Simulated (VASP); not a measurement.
# ZrB2 (base) (P6/mmm) in VASP: notebook, part 2 of 2

VASP 6.6.1. The steps go on from the part before.

### 3 Relaxation of cell and atoms, PBE

This run uses another cell than the first one, of 10.25 Å³/atom, 0.997 times its volume.

INCAR reads:

```
PREC     = Accurate       # precision mode
ENCUT    = 600            # plane-wave cutoff, eV
EDIFF    = 1E-7           # SCF threshold, eV
ISMEAR   = 0              # smearing method
SIGMA    = 0.1            # smearing width, eV
LREAL    = False          # projectors in reciprocal space
LASPH    = True           # aspherical terms in the spheres
NELM     = 100            # most SCF steps
ALGO     = Normal         # electronic algorithm
ISIF     = 3              # what is computed and relaxed
LWAVE    = False          # write WAVECAR
LCHARG   = False          # write CHGCAR
GGA      = PE             # functional
IBRION   = 2              # ionic algorithm
NSW      = 100            # ionic steps
EDIFFG   = -0.002         # ionic threshold
```

KPOINTS reads:

```
Automatic mesh
0
Gamma
  15 15 12
```

POSCAR reads:

```
ZrB2
1.0
    3.1700000000      0.0000000000      0.0000000000
   -1.5850000000      2.7453005300      0.0000000000
    0.0000000000      0.0000000000      3.5330000000
Zr B
1 2
Direct
    0.0000000000      0.0000000000      0.0000000000
    0.3333333333      0.6666666667      0.5000000000
    0.6666666667      0.3333333333      0.5000000000
```

Potentials or basis: VASP PAW PBE potentials, release 64 (Zr_sv, B).

Command:

```sh
cat potpaw_PBE.64/Zr_sv/POTCAR potpaw_PBE.64/B/POTCAR > POTCAR
mpirun -np 1 vasp_std > vasp.out
```

OUTCAR:

```text
PREC = Accurate
   ENCUT = 600
   EDIFF = 1E-7
   ISMEAR = 0
   LREAL = False
   LASPH = True
   NELM = 100
   ISIF = 3
   GGA = PE
   IBRION = 2
   NSW = 100
   EDIFFG = -0.002

 ion  position               nearest neighbor table
   1  0.000  0.000  0.000-   2 2.54   3 2.54   2 2.54   3 2.54   3 2.54   3 2.54   2 2.54   2 2.54
                             3 2.54   3 2.54   2 2.54   2 2.54
   2  0.333  0.667  0.500-   3 1.83   3 1.83   3 1.83   1 2.54   1 2.54   1 2.54   1 2.54   1 2.54
                             1 2.54
   3  0.667  0.333  0.500-   2 1.83   2 1.83   2 1.83   1 2.54   1 2.54   1 2.54   1 2.54   1 2.54
                             1 2.54

  LATTYP: Found a hexagonal cell.
 ALAT       =     3.1700000000
 C/A-ratio  =     1.1145110410

  Lattice vectors:

 A1 = (   3.1700000000,   0.0000000000,   0.0000000000)
 A2 = (  -1.5850000000,   2.7453005300,   0.0000000000)
 A3 = (   0.0000000000,   0.0000000000,   3.5330000000)

Analysis of symmetry for initial positions (statically):
=====================================================================
 Subroutine PRICEL returns:
 Original cell was already a primitive cell.

 Routine SETGRP: Setting up the symmetry group for a
 hexagonal supercell.

 Subroutine GETGRP returns: Found 24 space group operations
 (whereof 24 operations were pure point group operations)
 out of a pool of 24 trial point group operations.

The static configuration has the point symmetry D_6h.

Analysis of symmetry for dynamics (positions and initial velocities):
=====================================================================
 Subroutine PRICEL returns:
 Original cell was already a primitive cell.

 Routine SETGRP: Setting up the symmetry group for a
 hexagonal supercell.

 Subroutine GETGRP returns: Found 24 space group operations
 (whereof 24 operations were pure point group operations)
 out of a pool of 24 trial point group operations.

The dynamic configuration has the point symmetry D_6h.

[... 136 lines left out ...]
 maximum number of plane-waves:      1052
 NGX is ok and might be reduce to    28
   NGX = 13   NGY = 13   NGZ = 15

--------------------------------------- Ionic step        1  -------------------------------------------

 number of electron      18.0000000 magnetization

 Free energy of the ion-electron system (eV)
  ---------------------------------------------------
  ext. energy  EPLUGINS =         0.00000000
  ---------------------------------------------------
  free energy    TOTEN  =       -24.98051583 eV

  energy without entropy =      -24.97941267  energy(sigma->0) =      -24.97996425

------------------------ aborting loop because EDIFF is reached ----------------------------------------

  FORCE on cell =-STRESS in cart. coord.  units (eV):
  Direction    XX          YY          ZZ          XY          YZ          ZX
  --------------------------------------------------------------------------------------
  -------------------------------------------------------------------------------------
  Total        0.1224627      0.1224627      0.2712016      0.0000000      0.0000000     -0.0000000
  in kB        6.3814818      6.3814818     14.1322100      0.0000000      0.0000000     -0.0000000
  external PRESSURE =       8.9650579 kB  Pullay stress =       0.0000000 kB
[... 98 lines left out ...]
--------------------------------------- Ionic step        4  -------------------------------------------

 number of electron      18.0000000 magnetization

 Free energy of the ion-electron system (eV)
  ---------------------------------------------------
  ext. energy  EPLUGINS =         0.00000000
  ---------------------------------------------------
  free energy    TOTEN  =       -24.98097449 eV

  energy without entropy =      -24.97986879  energy(sigma->0) =      -24.98042164

 E-fermi :  10.4770     XC(G=0): -12.4249

 val. band max:       10.4677918283   @ k =   0.0667   0.0667   0.4167
 cond. band min:      10.4989919542   @ k =   0.1333   0.1333   0.2500
 fundamental gap:      0.0312001260
 Fermi energy:        10.4769776412

 k-point     1 :       0.0000    0.0000    0.0000
  band No.  band energies     occupation
      1     -38.1656      2.00000
      2     -16.3528      2.00000
      3     -15.7984      2.00000
      4     -15.7984      2.00000
      5      -2.2328      2.00000
      6       7.8774      2.00000
      7       7.8774      2.00000
      8       7.9010      2.00000
      9       8.1113      2.00000
     10      13.8669      0.00000
     11      13.8669      0.00000
     12      14.6190      0.00000
     13      14.6190      0.00000
[... 354 lines left out ...]
  band No.  band energies     occupation
      1     -38.0411      2.00000
      2     -16.6189      2.00000
      3     -16.2214      2.00000
      4     -16.1666      2.00000
      5       2.1543      2.00000
      6       2.2338      2.00000
      7       4.9662      2.00000
      8       7.1088      2.00000
      9       9.4773      2.00000
     10      10.2524      1.99850
     11      13.2070      0.00000
     12      14.6228      0.00000
     13      16.8240      0.00000

 [... further k-points ...]
[... 5 lines left out ...]
  --------------------------------------------------------------------------------------
  -------------------------------------------------------------------------------------
  Total        0.0013732      0.0013732     -0.0007286      0.0000000      0.0000000      0.0000000
  in kB        0.0712809      0.0712809     -0.0378204      0.0000000      0.0000000      0.0000000
  external PRESSURE =       0.0349138 kB  Pullay stress =       0.0000000 kB
[... 18 lines left out ...]
  FREE ENERGIE OF THE ION-ELECTRON SYSTEM (eV)
  ---------------------------------------------------
  free  energy   TOTEN  =       -24.9809744941 eV

  energy  without entropy=      -24.9798687885  energy(sigma->0) =      -24.98042164

 reached required accuracy - stopping structural energy minimisation
```

CONTCAR:

```text
ZrB2
   1.00000000000000
     3.1713224408847731   -0.0000000000000000   -0.0000000000000000
    -1.5856612204423866    2.7464457974012211    0.0000000000000000
     0.0000000000000000    0.0000000000000000    3.5436412763503573
  Zr              B
     1     2
Direct
     0.0000000000000000    0.0000000000000000    1.0000000000000000
     0.3333333332999970    0.6666666667000030    0.5000000000000000
     0.6666666667000030    0.3333333332999970    0.5000000000000000

  0.00000000E+00  0.00000000E+00  0.00000000E+00
  0.00000000E+00  0.00000000E+00  0.00000000E+00
  0.00000000E+00  0.00000000E+00  0.00000000E+00
```

It took 1.8 min on 1 thread of Intel Xeon 6975P-C (Granite Rapids), shared host; peak memory 0.24 GiB.

What came out:

```yaml
Free_energy: -24.9810 eV
Relaxed_volume: 10.29 Å³/atom
Relaxed_cell: a = 3.171 Å, b = 3.171 Å, c = 3.544 Å, α = 90.00°, β = 90.00°, γ = 120.00°
Space_group_after_relaxing_to_0.05_Å: P6/mmm (No. 191)
Energy_gained_by_relaxing: 0.2 meV/atom
Ionic_steps: 4
Pressure_after_relaxing: 0.0 GPa
Band_gap_on_the_k_mesh: zero (band 9 reaches 11.27 eV, above the bottom of band 10 at 10.25 eV)
```

Step by step:
| step | energy change (eV) | largest force (eV/Å) | pressure (GPa) | volume (Å³) |
| --- | --- | --- | --- | --- |
| 1 | 0.0000 | 0.0000 | 0.90 | 30.75 |
| 2 | 0.0000 | 0.0000 | -1.05 | 31.00 |
| 3 | -0.0004 | 0.0000 | -0.09 | 30.87 |
| 4 | -0.0005 | 0.0000 | 0.00 | 30.86 |

Final structure:
```xyz
3
Lattice="3.1713 0.0000 0.0000 -1.5857 2.7464 0.0000 0.0000 0.0000 3.5436" Properties=species:S:1:pos:R:3 pbc="T T T"
Zr    0.0000    0.0000    3.5436
B     0.0000    1.8310    1.7718
B     1.5857    0.9155    1.7718
```
